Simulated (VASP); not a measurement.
# H (P6_3/mmc) in VASP: single point with PBE

Aim: the single point of H with PBE.

All numbers are computed with VASP 6.6.1; they aren't measurements. Logs are shortened: lines on timing, memory, paths and dates and some standing lists are left out, and cuts for length are marked.

### Step 1. The cell of the first run

It takes space group P6_3/mmc (No. 194, hexagonal). Conventional cell: a = 5.170 Å, b = 5.170 Å, c = 3.850 Å, α = 90.00°, β = 90.00°, γ = 120.00°. H (site symmetry -6m2) has 8 H at 3.55 to 3.85 Å within 4.7 Å.

### Step 2. Single point, PBE, collinear spin

File INCAR:

```
  ALGO = Normal
  EDIFF = 1E-6
  ENCUT = 500
  GGA = PE
  GGA_COMPAT = F
  ISIF = 2
  ISMEAR = 0
  ISPIN = 2
  ISYM = 0
  LASPH = T
  LCHARG = F
  LORBIT = 11
  LREAL = F
  LWAVE = F
  MAGMOM = 1.03 1.03
  NBANDS = 12
  NELM = 200
  PREC = Accurate
  SIGMA = 0.1
```

File KPOINTS:

```
Automatic mesh
0
Gamma
  3 3 4
  0.5 0.5 0
```

File POSCAR:

```
H
1.0
    5.1702470185      0.0000000000      0.0000000000
   -2.5851235093      4.4775652619      0.0000000000
    0.0000000000      0.0000000000      3.8495250000
H
2
Direct
    0.3333333333      0.6666666667      0.2500000000
    0.6666666667      0.3333333333      0.7500000000
```

Potentials or basis: VASP PAW PBE potentials, release 64 (H).

Started as:

```console
cat potpaw_PBE.64/H/POTCAR > POTCAR
mpirun -np 1 vasp_std > vasp.out
```

OUTCAR:

```text
EDIFF = 1E-6
   ENCUT = 500
   GGA = PE
   ISIF = 2
   ISMEAR = 0
   ISPIN = 2
   ISYM = 0
   LASPH = T
   LORBIT = 11
   LREAL = F
   NELM = 200
   PREC = Accurate

 ion  position               nearest neighbor table
   1  0.333  0.667  0.250-
   2  0.667  0.333  0.750-

IMPORTANT INFORMATION: All symmetrisations will be switched off!
NOSYMM: (Re-)initialisation of all symmetry stuff for point group C_1.

----------------------------------------------------------------------------------------

                                     Primitive cell

  volume of cell :      89.1170

  direct lattice vectors                    reciprocal lattice vectors
     5.170247018  0.000000000  0.000000000     0.193414356  0.111667831  0.000000000
    -2.585123509  4.477565262  0.000000000     0.000000000  0.223335662  0.000000000
     0.000000000  0.000000000  3.849525000     0.000000000  0.000000000  0.259772310

  length of vectors
     5.170247018  5.170247019  3.849525000     0.223335662  0.223335662  0.259772310

  position of ions in fractional coordinates (direct lattice)
     0.333333333  0.666666667  0.250000000
     0.666666667  0.333333333  0.750000000

  ion indices of the primitive-cell ions
   primitive index   ion index
                 1           1
                 2           2

----------------------------------------------------------------------------------------

 KPOINTS: Automatic mesh

Automatic generation of k-mesh.
 Grid dimensions read from file:
 generate k-points for:    3    3    4

 Generating k-lattice:

  Cartesian coordinates                     Fractional coordinates (reciprocal lattice)
     0.064471452  0.037222610  0.000000000     0.333333333  0.000000000  0.000000000
     0.000000000  0.074445221  0.000000000     0.000000000  0.333333333  0.000000000
     0.000000000  0.000000000  0.064943077     0.000000000  0.000000000  0.250000000

  Length of vectors
     0.074445221  0.074445221  0.064943077

  Shift w.r.t. Gamma in fractional coordinates (k-lattice)
     0.500000000  0.500000000  0.000000000

 Subroutine IBZKPT returns following result:
 ===========================================

 Found     57 irreducible k-points:

 Following reciprocal coordinates:
            Coordinates               Weight
  0.166667  0.166667  0.000000      2.000000
 -0.166667  0.333333  0.000000      2.000000
 -0.333333  0.166667  0.000000      2.000000
  0.500000  0.166667  0.000000      2.000000
 -0.166667 -0.333333  0.000000      2.000000
  0.333333  0.500000  0.000000      2.000000
[... 16 lines left out ...]
 -0.166667 -0.333333  0.250000      2.000000
  0.333333  0.500000  0.250000      2.000000
 [... further k-points ...]
   k-points           NKPTS =     57   k-points in BZ     NKDIM =     57   number of bands    NBANDS=     12
   number of dos      NEDOS =    301   number of ions     NIONS =      2
   total plane-waves  NPLWV =  44800
   dimension x,y,z NGX =    40 NGY =   40 NGZ =   28
   dimension x,y,z NGXF=    80 NGYF=   80 NGZF=   56
   ions per type =               2
   NGX,Y,Z   is equivalent  to a cutoff of  12.86, 12.86, 12.09 a.u.
   NGXF,Y,Z  is equivalent  to a cutoff of  25.72, 25.72, 24.18 a.u.
 SYSTEM =  unknown system
   PREC   = accura    normal or accurate (medium, high low for compatibility)
   ISTART =      0    job   : 0-new  1-cont  2-samecut
   ICHARG =      2    charge: 1-file 2-atom 10-const
   ISPIN  =      2    spin polarized calculation?
   LNONCOLLINEAR =      F non collinear calculations
   LSORBIT =      F    spin-orbit coupling
   LASPH  =      T    aspherical Exc in radial PAW
   ENCUT  =  500.0 eV  36.75 Ry    6.06 a.u.   9.43  9.43  7.02*2*pi/ulx,y,z
   NELM   =    200;   NELMIN=  2; NELMDL= -5     # of ELM steps
   EDIFF  = 0.1E-05   stopping-criterion for ELM
   LREAL  =      F    real-space projection
   EDIFFG = 0.1E-04   stopping-criterion for IOM
   NSW    =      0    number of steps for IOM
   IBRION =     -1    ionic relax: 0-MD 1-quasi-New 2-CG
   NFREE  =      0    steps in history (QN), initial steepest desc. (CG)
   ISIF   =      2    stress and relaxation
   ISYM   =      0    0-nonsym 1-usesym 2-fastsym
   POTIM  = 0.5000    time-step for ionic-motion
   TEBEG  =    0.0;   TEEND  =   0.0 temperature during run
   PSTRESS=    0.0 pullay stress
   NELECT =       2.0000    total number of electrons
   NUPDOWN=      -1.0000    fix difference up-down
   EMIN   =  10.00;   EMAX   =-10.00  energy-range for DOS
   EFERMI =   0.00;   METHOD = LEGACY
   ISMEAR =     0;   SIGMA  =   0.10  broadening in eV -4-tet -1-fermi 0-gaus
   EFERMI_NEDOS =   21; number of points for ismear=-14 and -15
   IALGO  =     38    algorithm
   IMIX   =      4    mixing-type and parameters
     AMIX     =   0.40;   BMIX     =  1.00
     AMIX_MAG =   1.60;   BMIX_MAG =  1.00
  volume/ion in A,a.u.               =      44.56       300.70
  Fermi-wavevector in a.u.,A,eV,Ry     =   0.461776  0.872630  2.901267  0.213237
  Thomas-Fermi vector in A             =   1.449004
   LORBIT       =     11    0 simple, 1 ext, 2 COOP (PROOUT), +10 PAW based schemes
   GGA     = PE    functional components
   LHFCALC =     F    Hartree Fock is set to
   AEXX    =    0.0000 exact exchange contribution
   IVDW    =     0    specifies the selected vdW correction
   LEPSILON=     F    determine dielectric tensor
   LRPA    =     F    only Hartree local field effects (RPA)
 spin polarized calculation
 Gauss-broadening in eV      SIGMA  =   0.10
  energy-cutoff  :      500.00
  volume of cell :       89.12
 maximum number of plane-waves:      2276
 NGX is ok and might be reduce to    40
   NGX = 19   NGY = 19   NGZ = 15

 number of electron       1.9999999 magnetization       1.9999999

 Free energy of the ion-electron system (eV)
  ---------------------------------------------------
  ext. energy  EPLUGINS =         0.00000000
  ---------------------------------------------------
  free energy    TOTEN  =        -2.22569388 eV

  energy without entropy =       -2.22569388  energy(sigma->0) =       -2.22569388

 E-fermi :  -6.0701     XC(G=0):   0.9427

 val. band max:       -6.5322187296   @ k =  -0.1667   0.1667   0.0000
 cond. band min:       0.3754863203   @ k =   0.5000  -0.3333   0.0000
 fundamental gap:      6.9077050499
 Fermi energy:        -6.0700998943

 spin component 1

 k-point     1 :       0.1667    0.1667    0.0000
  band No.  band energies     occupation
      1      -7.6279      1.00000
      2      -6.6859      1.00000
      3       0.8631      0.00000
      4       2.7137      0.00000
      5       3.0813      0.00000
      6       6.2219      0.00000
      7       6.4578      0.00000
      8       6.6064      0.00000
      9       8.4263      0.00000
     10       9.0063      0.00000
     11       9.4990      0.00000
     12      11.0302      0.00000

 k-point     2 :      -0.1667    0.3333    0.0000
  band No.  band energies     occupation
      1      -7.6279      1.00000
      2      -6.6859      1.00000
      3       0.8631      0.00000
      4       2.7137      0.00000
      5       3.0813      0.00000
      6       6.2219      0.00000
      7       6.4578      0.00000
      8       6.6064      0.00000
      9       8.4263      0.00000
     10       9.0063      0.00000
     11       9.4990      0.00000
     12      11.0302      0.00000

 k-point     3 :      -0.3333    0.1667    0.0000
  band No.  band energies     occupation
      1      -7.6279      1.00000
      2      -6.6859      1.00000
      3       0.8631      0.00000
      4       2.7137      0.00000
      5       3.0813      0.00000
      6       6.2219      0.00000
      7       6.4578      0.00000
      8       6.6064      0.00000
      9       8.4263      0.00000
     10       9.0063      0.00000
     11       9.4990      0.00000
     12      11.0302      0.00000
[... 286 lines left out ...]
 k-point    23 :      -0.1667   -0.3333    0.2500
  band No.  band energies     occupation
      1      -7.1799      1.00000
      2      -6.8349      1.00000
      3       0.8786      0.00000
      4       2.3252      0.00000
      5       2.6198      0.00000
      6       4.8605      0.00000
      7       6.0205      0.00000
      8       6.9878      0.00000
      9       8.1996      0.00000
     10       8.9857      0.00000
     11       9.8970      0.00000
     12      11.1437      0.00000

 k-point    24 :       0.3333    0.5000    0.2500
  band No.  band energies     occupation
      1      -7.1799      1.00000
      2      -6.8349      1.00000
      3       0.8786      0.00000
      4       2.3252      0.00000
      5       2.6198      0.00000
      6       4.8605      0.00000
      7       6.0205      0.00000
      8       6.9878      0.00000
      9       8.1996      0.00000
     10       8.9857      0.00000
     11       9.8970      0.00000
     12      11.1437      0.00000

 [... further k-points ...]

 spin component 2

 k-point     1 :       0.1667    0.1667    0.0000
  band No.  band energies     occupation
      1       4.1865      0.00000
      2       8.3473      0.00000
      3       9.2644      0.00000
      4      12.7369      0.00000
      5      13.2282      0.00000
      6      14.2832      0.00000
      7      14.4286      0.00000
      8      15.7893      0.00000
      9      17.8157      0.00000
     10      18.4134      0.00000
     11      19.2369      0.00000
     12      19.5333      0.00000

 k-point     2 :      -0.1667    0.3333    0.0000
  band No.  band energies     occupation
      1       4.1867      0.00000
      2       8.3429      0.00000
      3       9.2709      0.00000
      4      12.7268      0.00000
      5      13.2327      0.00000
      6      14.2832      0.00000
      7      14.4322      0.00000
      8      15.7890      0.00000
      9      17.8154      0.00000
     10      18.4137      0.00000
     11      19.2430      0.00000
     12      19.5306      0.00000

 k-point     3 :      -0.3333    0.1667    0.0000
  band No.  band energies     occupation
      1       4.1867      0.00000
      2       8.3433      0.00000
      3       9.2705      0.00000
      4      12.7268      0.00000
      5      13.2324      0.00000
      6      14.2832      0.00000
      7      14.4322      0.00000
      8      15.7895      0.00000
      9      17.8156      0.00000
     10      18.4139      0.00000
     11      19.2426      0.00000
     12      19.5310      0.00000
[... 286 lines left out ...]
 k-point    23 :      -0.1667   -0.3333    0.2500
  band No.  band energies     occupation
      1       5.1453      0.00000
      2       8.1995      0.00000
      3       9.3304      0.00000
      4      10.2216      0.00000
      5      12.6242      0.00000
      6      14.0600      0.00000
      7      14.3194      0.00000
      8      15.8121      0.00000
      9      17.9624      0.00000
     10      18.1686      0.00000
     11      19.4328      0.00000
     12      20.2131      0.00000

 k-point    24 :       0.3333    0.5000    0.2500
  band No.  band energies     occupation
      1       5.1457      0.00000
      2       8.1958      0.00000
      3       9.3367      0.00000
      4      10.2192      0.00000
      5      12.6165      0.00000
      6      14.0642      0.00000
      7      14.3263      0.00000
      8      15.8105      0.00000
      9      17.9621      0.00000
     10      18.1700      0.00000
     11      19.4329      0.00000
     12      20.2140      0.00000

 [... further k-points ...]

------------------------ aborting loop because EDIFF is reached ----------------------------------------

  FORCE on cell =-STRESS in cart. coord.  units (eV):
  Direction    XX          YY          ZZ          XY          YZ          ZX
  --------------------------------------------------------------------------------------
  -------------------------------------------------------------------------------------
  Total        0.0475904      0.0475897      0.0677333     -0.0000006      0.0000000     -0.0000000
  in kB        0.8555983      0.8555851      1.2177339     -0.0000116      0.0000000     -0.0000000
  external PRESSURE =       0.9763058 kB  Pullay stress =       0.0000000 kB

 VOLUME and BASIS-vectors are now :
 -----------------------------------------------------------------------------
  energy-cutoff  :      500.00
  volume of cell :       89.12
      direct lattice vectors                 reciprocal lattice vectors
     5.170247018  0.000000000  0.000000000     0.193414356  0.111667831  0.000000000
    -2.585123509  4.477565262  0.000000000     0.000000000  0.223335662  0.000000000
     0.000000000  0.000000000  3.849525000     0.000000000  0.000000000  0.259772310

 POSITION                                       TOTAL-FORCE (eV/Angst)
 -----------------------------------------------------------------------------------
     -0.00000      2.98504      0.96238        -0.000002      0.000001      0.000000
      2.58512      1.49252      2.88714         0.000002     -0.000001     -0.000000
 -----------------------------------------------------------------------------------
    total drift:                                0.000000      0.000000     -0.000000

  FREE ENERGIE OF THE ION-ELECTRON SYSTEM (eV)
  ---------------------------------------------------
  free  energy   TOTEN  =        -2.2256938835 eV

  energy  without entropy=       -2.2256938835  energy(sigma->0) =       -2.22569388

 total charge

# of ion       s       p       d       tot
------------------------------------------
    1        0.382   0.000   0.000   0.382
    2        0.382   0.000   0.000   0.382
--------------------------------------------------
tot          0.763   0.000   0.000   0.763

 magnetization (x)

# of ion       s       p       d       tot
------------------------------------------
    1        0.382   0.000   0.000   0.382
    2        0.382   0.000   0.000   0.382
--------------------------------------------------
tot          0.763   0.000   0.000   0.763
```

Run time: 3.3 min. Hardware: 1 thread of Intel Xeon 8259CL, shared host; peak memory 0.26 GiB.

Results:

| Quantity | Value |
| --- | --- |
| Free energy | -2.2257 eV |
| Pressure | 0.1 GPa |
| Band gap on the k mesh | 6.91 eV (least direct gap 7.30 eV) |
| Net moment | 2.00 μB per cell |
| Site moments | H +0.38 μB |
| Valence electrons inside the program's atomic spheres | H 0.38 |

Levels at points of the mesh, in eV from the valence-band top:
Spin up:
```
           k point  band 1  band 2  band 3  band 4  band 5  band 6
(0.50, 0.50, 0.00)   -0.85   -0.40    7.00    8.78    9.86   12.42
(0.50, 0.00, 0.00)   -0.85   -0.40    7.00    8.78    9.86   12.42
(0.00, 0.50, 0.00)   -0.85   -0.40    7.00    8.78    9.86   12.42
(0.50, 0.50, 0.50)   -0.31   -0.31    7.92    7.92   10.52   10.52
(0.50, 0.00, 0.50)   -0.31   -0.31    7.92    7.92   10.52   10.52
(0.00, 0.50, 0.50)   -0.31   -0.31    7.92    7.92   10.52   10.52
```
Spin down:
```
           k point  band 1  band 2  band 3
(0.50, 0.50, 0.00)   11.06   13.86   15.95
(0.50, 0.00, 0.00)   11.06   13.86   15.94
(0.00, 0.50, 0.00)   11.06   13.86   15.94
(0.50, 0.50, 0.50)   13.59   13.59   16.28
(0.50, 0.00, 0.50)   13.58   13.58   16.28
(0.00, 0.50, 0.50)   13.58   13.58   16.28
```

Caveat: the k points lie up to 0.47 Å⁻¹ apart; the atoms stand far beyond bonding distance; a shifted mesh leaves out Γ, where band edges can lie. A k mesh can miss the band edges.
